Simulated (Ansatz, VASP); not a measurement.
One calculation of Al2H, two programs

```
Al H
1.0
    -2.70786    2.70786    2.30713
     2.70786   -2.70786    2.30713
     2.70786    2.70786   -2.30713
Al H
4 2
Direct
  0.66920 0.16920 0.83840
  0.16920 0.33080 0.50000
  0.33080 0.83080 0.16160
  0.83080 0.66920 0.50000
  0.25000 0.25000 0.00000
  0.75000 0.75000 0.00000
```

Change from the starting cell: species swapped into the BW2 type (I4/mcm, No. 140).

Alike in both runs: task relaxation of cell and atoms; functional PBE; k mesh 6 × 6 × 6; occupations gaussian, width 0.1 eV; no spin polarisation.

|  | VASP | Ansatz |
| --- | --- | --- |
| version | VASP 6.6.1 | Ansatz 0.2.0 |
| potentials or method | VASP PAW PBE potentials, release 64 (Al, H), cutoff 600 eV | scalar-relativistic, plane waves, PAW |
| valence electrons in the cell | 14 | 14 |

VASP gave:

| Quantity | Value |
| --- | --- |
| gap on the k mesh at the Fermi level, each at its own relaxed structure (eV) | none |
| relaxed volume (Å³/atom) | 12.01 |
| relaxed cell length with the largest relative difference (Å) | 4.566 |

Question: What did Ansatz give for the same quantities?

Answer: gap on the k mesh at the Fermi level, each at its own relaxed structure (eV): none; relaxed volume (Å³/atom): 12.01; relaxed cell length with the largest relative difference (Å): 4.567.

A gap of «none» marks a metal or a gap that the smearing closes.
